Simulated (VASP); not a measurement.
# Cu16HCl in VASP: a series of runs

The runs below take Cu16HCl through single point, with PBE+D3(BJ).

All numbers are computed with VASP 6.6.1; they aren't measurements. Logs are shortened: lines on timing, memory, paths and dates and some standing lists are left out, and cuts for length are marked.

### Step 1. The cell of the first run

The cell holds a slab with vacuum, 18 atoms: a = 7.220 Å, b = 5.105 Å, c = 16.829 Å, α = 90.00°, β = 90.00°, γ = 90.00°.

### Step 2. Single point, PBE+D3(BJ)

File INCAR:

```
PREC     = Accurate       # precision mode
ENCUT    = 520            # plane-wave cutoff, eV
EDIFF    = 1E-7           # SCF threshold, eV
ISMEAR   = -1             # smearing method
SIGMA    = 0.15           # smearing width, eV
LREAL    = Auto         
LASPH    = True           # aspherical terms in the spheres
NELM     = 80             # most SCF steps
ALGO     = Normal         # electronic algorithm
ISIF     = 2              # what is computed and relaxed
LWAVE    = False          # write WAVECAR
LCHARG   = False          # write CHGCAR
GGA      = PE             # functional
IVDW     = 12             # dispersion correction
NBANDS   = 107            # bands
```

File KPOINTS:

```
Automatic mesh
0
Gamma
  2 3 1
```

File POSCAR:

```
Cu16HCl
1.0
    7.2200000000      0.0000000000      0.0000000000
    0.0000000000      5.1053110000      0.0000000000
    0.0000000000      0.0000000000     16.8289830000
Cu Cl H
16 1 1
Direct
    0.2500000000      0.2499945645      0.0594212972
    0.7500000000      0.2499945645      0.0594212972
    0.2500000000      0.7500032809      0.0594212972
    0.7500000000      0.7500032809      0.0594212972
   -0.0014958449      0.0250719300      0.1224197564
    0.4914958449      0.0034473904      0.1321529649
   -0.0051662050      0.5208105833      0.1314280251
    0.5206925208      0.5200858479      0.1276666570
    0.2472991690      0.2440203937      0.2106900934
    0.7524653740      0.2467822235      0.2103395077
    0.2527423823      0.7545475682      0.2052886975
    0.7431578947      0.7686701163      0.2105296559
    0.0111772853     -0.0138287364      0.2733795619
    0.4844875346     -0.0049164488      0.2866958746
   -0.0152770083      0.4682966425      0.2674730850
    0.4954986150      0.4828501143      0.2761485944
    1.0880193906      0.4041869340      0.4032269805
    1.2453878116      0.3390978532      0.3661778017
```

Potentials or basis: VASP PAW PBE potentials, release 64 (Cu, Cl, H).

Run with:

```bash
$ cat potpaw_PBE.64/Cu/POTCAR potpaw_PBE.64/Cl/POTCAR potpaw_PBE.64/H/POTCAR > POTCAR
$ mpirun -np 1 vasp_std > vasp.out
```

OUTCAR:

```text
PREC = Accurate
   ENCUT = 520
   EDIFF = 1E-7
   ISMEAR = -1
   LREAL = Auto
   LASPH = True
   NELM = 80
   ISIF = 2
   GGA = PE
   IVDW = 12
 IVDW          = 12

 ion  position               nearest neighbor table
   1  0.250  0.250  0.059-   5 2.40   6 2.47   9 2.55   3 2.55   3 2.55   7 2.60   8 2.65
   2  0.750  0.250  0.059-   5 2.38   8 2.44  10 2.54   7 2.55   4 2.55   4 2.55   6 2.56
   3  0.250  0.750  0.059-  11 2.45   6 2.49   7 2.50   5 2.53   1 2.55   1 2.55   8 2.55
   4  0.750  0.750  0.059-   8 2.33   7 2.44   5 2.51  12 2.55   2 2.55   2 2.55   6 2.58
   5  0.999  0.025  0.122-   2 2.38   1 2.40   4 2.51   3 2.53   7 2.54  13 2.55  10 2.57   7 2.58
                             9 2.59  11 2.69  12 2.70
   6  0.491  0.003  0.132-  11 2.47   1 2.47   8 2.48   3 2.49   9 2.52  12 2.55   2 2.56   4 2.58
                            14 2.60  10 2.61   8 2.65
   7  0.995  0.521  0.131-  15 2.31   4 2.44   3 2.50   5 2.54  11 2.54   2 2.55   5 2.58  12 2.58
                             1 2.60  10 2.60   9 2.66
   8  0.521  0.520  0.128-   4 2.33   2 2.44  12 2.48   6 2.48  16 2.51   3 2.55  10 2.59  11 2.62
                             6 2.65   1 2.65
   9  0.247  0.244  0.211-  13 2.40  15 2.41  16 2.43  14 2.49  11 2.50   6 2.52   1 2.55   5 2.59
                            11 2.61   7 2.66
  10  0.752  0.247  0.210-  15 2.24  12 2.44  16 2.47  13 2.53   2 2.54   5 2.57   8 2.59   7 2.60
                             6 2.61  14 2.65  12 2.67
  11  0.253  0.755  0.205-  13 2.40   3 2.45   6 2.47  14 2.49   9 2.50  16 2.53   7 2.54   9 2.61
                             8 2.62  15 2.64   5 2.69
  12  0.743  0.769  0.211-  10 2.44  13 2.47   8 2.48  15 2.51  14 2.54   6 2.55   4 2.55  16 2.56
                             7 2.58  10 2.67   5 2.70
  13  0.011  0.986  0.273-   9 2.40  11 2.40  12 2.47  15 2.47  10 2.53   5 2.55  15 2.65
  14  0.484  0.995  0.287-   9 2.49  11 2.49  16 2.50  12 2.54   6 2.60  16 2.62  10 2.65
  15  0.985  0.468  0.267-  10 2.24   7 2.31   9 2.41  17 2.43  13 2.47  12 2.51  11 2.64  13 2.65

  16  0.495  0.483  0.276-   9 2.43  10 2.47  14 2.50   8 2.51  11 2.53  12 2.56  14 2.62
  17  0.088  0.404  0.403-  18 1.34  15 2.43
  18  0.245  0.339  0.366-  17 1.34

  LATTYP: Found a simple orthorhombic cell.
 ALAT       =     5.1053110000
 B/A-ratio  =     1.4142135513
 C/A-ratio  =     3.2963678413

  Lattice vectors:

 A1 = (   0.0000000000,  -5.1053110000,   0.0000000000)
 A2 = (   7.2200000000,   0.0000000000,   0.0000000000)
 A3 = (   0.0000000000,   0.0000000000,  16.8289830000)

Analysis of symmetry for initial positions (statically):
=====================================================================
 Subroutine PRICEL returns:
 Original cell was already a primitive cell.

 Routine SETGRP: Setting up the symmetry group for a
 simple orthorhombic supercell.

 Subroutine GETGRP returns: Found  1 space group operations
 (whereof  1 operations were pure point group operations)
 out of a pool of  8 trial point group operations.

The static configuration has the point symmetry C_1 .

Analysis of symmetry for dynamics (positions and initial velocities):
=====================================================================
 Subroutine PRICEL returns:
 Original cell was already a primitive cell.

 Routine SETGRP: Setting up the symmetry group for a
 simple orthorhombic supercell.

 Subroutine GETGRP returns: Found  1 space group operations
 (whereof  1 operations were pure point group operations)
 out of a pool of  8 trial point group operations.

The dynamic configuration has the point symmetry C_1 .

 Subroutine INISYM returns: Found  1 space group operations
 (whereof  1 operations are pure point group operations),
 and found     1 'primitive' translations

----------------------------------------------------------------------------------------

                                     Primitive cell

  volume of cell :     620.3221

  direct lattice vectors                    reciprocal lattice vectors
     7.220000000  0.000000000  0.000000000     0.138504155  0.000000000  0.000000000
     0.000000000  5.105311000  0.000000000     0.000000000  0.195874453  0.000000000
     0.000000000  0.000000000 16.828983000     0.000000000  0.000000000  0.059421297

  length of vectors
     7.220000000  5.105311000 16.828983000     0.138504155  0.195874453  0.059421297

  position of ions in fractional coordinates (direct lattice)
     0.250000000  0.249994564  0.059421297
     0.750000000  0.249994564  0.059421297
     0.250000000  0.750003281  0.059421297
     0.750000000  0.750003281  0.059421297
     0.998504155  0.025071930  0.122419756
     0.491495845  0.003447390  0.132152965
[... 10 lines left out ...]
     0.088019391  0.404186934  0.403226981
     0.245387812  0.339097853  0.366177802

  ion indices of the primitive-cell ions
   primitive index   ion index
                 1           1
                 2           2
                 3           3
                 4           4
                 5           5
                 6           6
[... 10 lines left out ...]
                17          17
                18          18

----------------------------------------------------------------------------------------

 KPOINTS: Automatic mesh

Automatic generation of k-mesh.
 Grid dimensions read from file:
 generate k-points for:    2    3    1

 Generating k-lattice:

  Cartesian coordinates                     Fractional coordinates (reciprocal lattice)
     0.069252078  0.000000000  0.000000000     0.500000000  0.000000000  0.000000000
     0.000000000  0.065291484  0.000000000     0.000000000  0.333333333  0.000000000
     0.000000000  0.000000000  0.059421297     0.000000000  0.000000000  1.000000000

  Length of vectors
     0.069252078  0.065291484  0.059421297

  Shift w.r.t. Gamma in fractional coordinates (k-lattice)
     0.000000000  0.000000000  0.000000000

 Subroutine IBZKPT returns following result:
 ===========================================

 Found      4 irreducible k-points:

 Following reciprocal coordinates:
            Coordinates               Weight
  0.000000  0.000000  0.000000      1.000000
  0.500000  0.000000  0.000000      1.000000
  0.000000  0.333333  0.000000      2.000000
  0.500000  0.333333  0.000000      2.000000
   k-points           NKPTS =      4   k-points in BZ     NKDIM =      4   number of bands    NBANDS=    107
   number of dos      NEDOS =    301   number of ions     NIONS =     18
   total plane-waves  NPLWV = 272160
   dimension x,y,z NGX =    54 NGY =   40 NGZ =  126
   dimension x,y,z NGXF=   108 NGYF=   80 NGZF=  252
   ions per type =              16   1   1
   NGX,Y,Z   is equivalent  to a cutoff of  12.43, 13.03, 12.45 a.u.
   NGXF,Y,Z  is equivalent  to a cutoff of  24.87, 26.05, 24.89 a.u.
 SYSTEM =  unknown system
   PREC   = accura    normal or accurate (medium, high low for compatibility)
   ISTART =      0    job   : 0-new  1-cont  2-samecut
   ICHARG =      2    charge: 1-file 2-atom 10-const
   ISPIN  =      1    spin polarized calculation?
   LNONCOLLINEAR =      F non collinear calculations
   LSORBIT =      F    spin-orbit coupling
   LASPH  =      T    aspherical Exc in radial PAW
   ENCUT  =  520.0 eV  38.22 Ry    6.18 a.u.  13.42  9.49 31.29*2*pi/ulx,y,z
   NELM   =     80;   NELMIN=  2; NELMDL= -5     # of ELM steps
   EDIFF  = 0.1E-06   stopping-criterion for ELM
   LREAL  =      T    real-space projection
   EDIFFG = 0.1E-05   stopping-criterion for IOM
   NSW    =      0    number of steps for IOM
   IBRION =     -1    ionic relax: 0-MD 1-quasi-New 2-CG
   NFREE  =      0    steps in history (QN), initial steepest desc. (CG)
   ISIF   =      2    stress and relaxation
   ISYM   =      2    0-nonsym 1-usesym 2-fastsym
   POTIM  = 0.5000    time-step for ionic-motion
   TEBEG  =    0.0;   TEEND  =   0.0 temperature during run
   PSTRESS=    0.0 pullay stress
   NELECT =     184.0000    total number of electrons
   NUPDOWN=      -1.0000    fix difference up-down
   EMIN   =  10.00;   EMAX   =-10.00  energy-range for DOS
   EFERMI =   0.00;   METHOD = LEGACY
   ISMEAR =    -1;   SIGMA  =   0.15  broadening in eV -4-tet -1-fermi 0-gaus
   EFERMI_NEDOS =   21; number of points for ismear=-14 and -15
   IALGO  =     38    algorithm
   IMIX   =      4    mixing-type and parameters
     AMIX     =   0.40;   BMIX     =  1.00
     AMIX_MAG =   1.60;   BMIX_MAG =  1.00
  volume/ion in A,a.u.               =      34.46       232.56
  Fermi-wavevector in a.u.,A,eV,Ry     =   1.091796  2.063196 16.218410  1.192020
  Thomas-Fermi vector in A             =   2.228049
   LORBIT       =      0    0 simple, 1 ext, 2 COOP (PROOUT), +10 PAW based schemes
   GGA     = PE    functional components
   LHFCALC =     F    Hartree Fock is set to
   AEXX    =    0.0000 exact exchange contribution
   IVDW    =    12    specifies the selected vdW correction
   LEPSILON=     F    determine dielectric tensor
   LRPA    =     F    only Hartree local field effects (RPA)
 non-spin polarized calculation
  energy-cutoff  :      520.00
  volume of cell :      620.32
 maximum number of plane-waves:     16767
 NGX is ok and might be reduce to    54
   NGX = 27   NGY = 19   NGZ = 63

 number of electron     184.0000069 magnetization

 Free energy of the ion-electron system (eV)
  ---------------------------------------------------
  ext. energy  EPLUGINS =         0.00000000
  ---------------------------------------------------
  free energy    TOTEN  =       -58.10167097 eV

  energy without entropy =      -57.56162851  energy(sigma->0) =      -57.83164974

 E-fermi :  -0.2894     XC(G=0):  -5.4097

 val. band max:       -0.3696436241   @ k =   0.0000   0.3333   0.0000
 cond. band min:      -0.2826562709   @ k =   0.5000   0.0000   0.0000
 fundamental gap:      0.0869873532
 Fermi energy:        -0.2894040733

 k-point     1 :       0.0000    0.0000    0.0000
  band No.  band energies     occupation
      1     -17.8497      2.00000
      2      -8.7158      2.00000
      3      -8.2729      2.00000
      4      -6.3704      2.00000
      5      -6.1017      2.00000
      6      -6.0312      2.00000
[... 96 lines left out ...]
    103       3.4436      0.00000
    104       3.4563      0.00000

 k-point     2 :       0.5000    0.0000    0.0000
  band No.  band energies     occupation
      1     -17.8496      2.00000
      2      -8.4078      2.00000
      3      -8.0055      2.00000
      4      -7.8097      2.00000
      5      -6.1055      2.00000
      6      -5.5424      2.00000
[... 96 lines left out ...]
    103       2.3956      0.00000
    104       3.0125      0.00000

 k-point     3 :       0.0000    0.3333    0.0000
  band No.  band energies     occupation
      1     -17.8457      2.00000
      2      -8.3716      2.00000
      3      -7.9694      2.00000
      4      -6.3982      2.00000
      5      -5.9946      2.00000
      6      -5.6061      2.00000
[... 96 lines left out ...]
    103       3.7328      0.00000
    104       3.9675      0.00000

 k-point     4 :       0.5000    0.3333    0.0000
  band No.  band energies     occupation
      1     -17.8456      2.00000
      2      -8.3520      2.00000
      3      -7.4082      2.00000
      4      -7.2459      2.00000
      5      -6.0769      2.00000
      6      -5.7778      2.00000
[... 96 lines left out ...]
    103       3.1203      0.00000
    104       3.7245      0.00000
 [bands above 104 left out]

------------------------ aborting loop because EDIFF is reached ----------------------------------------

 Edisp (eV)   -5.84059

 E8    (eV) :    -2.6094

  FORCE on cell =-STRESS in cart. coord.  units (eV):
  Direction    XX          YY          ZZ          XY          YZ          ZX
  --------------------------------------------------------------------------------------
  -------------------------------------------------------------------------------------
  Total      -4.89919    -8.16533     3.36561     0.83501     0.24661     0.54379
  in kB     -12.65369   -21.08955     8.69275     2.15667     0.63694     1.40452
  external pressure =       -8.35 kB  Pullay stress =        0.00 kB

 VOLUME and BASIS-vectors are now :
 -----------------------------------------------------------------------------
  energy-cutoff  :      520.00
  volume of cell :      620.32
      direct lattice vectors                 reciprocal lattice vectors
     7.220000000  0.000000000  0.000000000     0.138504155  0.000000000  0.000000000
     0.000000000  5.105311000  0.000000000     0.000000000  0.195874453  0.000000000
     0.000000000  0.000000000 16.828983000     0.000000000  0.000000000  0.059421297

 POSITION                                       TOTAL-FORCE (eV/Angst)
 -----------------------------------------------------------------------------------
      1.80500      1.27630      1.00000         0.239745      0.401085      0.140697
      5.41500      1.27630      1.00000        -0.205289      0.110028     -0.082689
      1.80500      3.82900      1.00000         0.000535     -0.058532     -0.040573
      5.41500      3.82900      1.00000         0.234353      0.410742     -0.231429
      7.20920      0.12800      2.06020         0.108639     -0.490019      0.287868
      3.54860      0.01760      2.22400         0.450374      0.351447     -0.362205
[... 10 lines left out ...]
      0.63550      2.06350      6.78590        -0.077915      0.018428      0.412928
      1.77170      1.73120      6.16240         0.206131     -0.012608     -0.137694
 -----------------------------------------------------------------------------------
    total drift:                               -0.002285     -0.004958     -0.000259

  FREE ENERGIE OF THE ION-ELECTRON SYSTEM (eV)
  ---------------------------------------------------
  free  energy   TOTEN  =       -63.9422563851 eV

  energy  without entropy=      -63.4022139236  energy(sigma->0) =      -63.67223515
```

Run time: 25 min. Hardware: 1 thread of Intel Xeon 8259CL, shared host; peak memory 0.67 GiB.

What came out:

```yaml
Free_energy: -63.9423 eV
Largest_force: 1.846 eV/Å
Band_gap_on_the_k_mesh: zero (bands 92 and 93 overlap by 0.28 eV)
Dispersion_energy_per_atom: -0.324 eV
```

Forces on the atoms (eV/Å):
```
Cu   0.240  0.401  0.141
Cu  -0.205  0.110 -0.083
Cu   0.001 -0.059 -0.041
Cu   0.234  0.411 -0.231
Cu   0.109 -0.490  0.288
Cu   0.450  0.351 -0.362
Cu   0.153 -0.141 -0.837
Cu  -0.995 -0.678 -0.029
Cu   0.388  0.298 -0.389
Cu  -1.036 -0.404 -0.354
Cu   0.036 -0.527  0.270
Cu  -0.002 -0.288  0.282
Cu  -0.429 -0.379 -0.004
Cu   0.168 -0.027 -0.345
Cu   0.602  1.134  1.327
Cu   0.157  0.282  0.092
Cl  -0.078  0.018  0.413
H    0.206 -0.013 -0.138
```

Levels at points of the mesh, in eV from the Fermi level:
```
           k point  band 87  band 88  band 89  band 90  band 91  band 92  band 93  band 94  band 95  band 96
(0.00, 0.00, 0.00)    -1.45    -1.42    -0.96    -0.93    -0.41     0.01     0.08     0.60     0.63     1.25
(0.50, 0.00, 0.00)    -1.45    -1.44    -0.22     0.01     0.04     0.20     0.26     0.30     0.31     0.41
```

Caveat: the k points lie up to 0.44 Å⁻¹ apart; there is no dipole correction, which matters where the two faces differ. With open d or f shells a metallic result of PBE can be an artefact of self-interaction; +U or a hybrid may open a gap.

### Step 3. Single point, PBE+D3(BJ)

File INCAR:

```
  PREC = Accurate
  ENCUT = 520
  EDIFF = 1E-6
  ISMEAR = -1
  SIGMA = 0.15
  LREAL = Auto
  LASPH = True
  NELM = 80
  ALGO = Normal
  ISIF = 2
  LWAVE = False
  LCHARG = True
  GGA = PE
  IVDW = 12
  LELF = True
  LVHAR = True
  NBANDS = 107
```

File KPOINTS:

```
regular mesh
0
Gamma
  2 3 1
```

File POSCAR:

```
Cu16HCl
1.0
    7.2200000000      0.0000000000      0.0000000000
    0.0000000000      5.1053110000      0.0000000000
    0.0000000000      0.0000000000     16.8289830000
Cu Cl H
16 1 1
Direct
    0.2500000000      0.2500000000      0.0594213000
    0.7500000000      0.2500000000      0.0594213000
    0.2500000000      0.7500000000      0.0594213000
    0.7500000000      0.7500000000      0.0594213000
    0.0000807931      0.0005971967      0.1257362736
    0.4991706613     -0.0002148535      0.1257536715
   -0.0004001617      0.4998300594      0.1287253747
    0.4990295712      0.5003989353      0.1255924288
    0.2496002013      0.2509515645      0.2101070432
    0.7453304703      0.2499980005      0.2088554573
    0.2500312078      0.7496219922      0.2099556133
    0.7442292032      0.7506872354      0.2092180127
   -0.0044324008     -0.0010059529      0.2731695136
    0.4971200826      0.0018766580      0.2781120977
   -0.0087824551      0.5018967639      0.2779663729
    0.4988418417      0.4991359987      0.2777932886
    1.1004861396      0.4291209538      0.4187453006
    1.2525773989      0.3782810413      0.3760892882
```

Potentials or basis: VASP PAW PBE potentials, release 64 (Cu, Cl, H).

Run with:

```bash
$ cat potpaw_PBE.64/Cu/POTCAR potpaw_PBE.64/Cl/POTCAR potpaw_PBE.64/H/POTCAR > POTCAR
$ mpirun -np 1 vasp_std > vasp.out
```

Wall time 13 min (1 thread of Intel Xeon Platinum 8488C (Sapphire Rapids), shared host); peak memory 0.66 GiB.

The run converged. Its results:

```
Free energy                : -64.5134 eV
Largest force              : 0.172 eV/Å
Band gap on the k mesh     : zero (bands 92 and 93 overlap by 0.24 eV)
Dispersion energy per atom : -0.322 eV
```

Forces on the atoms (eV/Å):
```
Cu  -0.058  0.041 -0.007
Cu   0.017  0.048 -0.031
Cu  -0.082 -0.038 -0.024
Cu   0.038 -0.044 -0.024
Cu   0.001  0.000  0.000
Cu   0.001 -0.001  0.002
Cu  -0.001  0.000 -0.001
Cu   0.000  0.001  0.000
Cu   0.000  0.001 -0.010
Cu   0.006  0.002 -0.002
Cu  -0.002 -0.001 -0.005
Cu   0.003 -0.002 -0.002
Cu  -0.002  0.002  0.048
Cu   0.004  0.003  0.035
Cu  -0.001 -0.004  0.052
Cu   0.007 -0.003  0.035
Cl   0.145 -0.041 -0.082
H   -0.077  0.036  0.015
```

Levels at points of the mesh, in eV from the Fermi level:
| k point | band 88 | band 89 | band 90 | band 91 | band 92 | band 93 | band 94 | band 95 |
| --- | --- | --- | --- | --- | --- | --- | --- | --- |
| (0.00, 0.00, 0.00) | -1.40 | -1.00 | -0.97 | -0.46 | 0.06 | 0.08 | 0.60 | 0.61 |
| (0.50, 0.00, 0.00) | -1.46 | -0.20 | 0.04 | 0.10 | 0.21 | 0.26 | 0.27 | 0.28 |

Caveat: the k points lie up to 0.44 Å⁻¹ apart; there is no dipole correction, which matters where the two faces differ.

The gap in the log of VASP goes by the Fermi energy; the results here count the filled bands.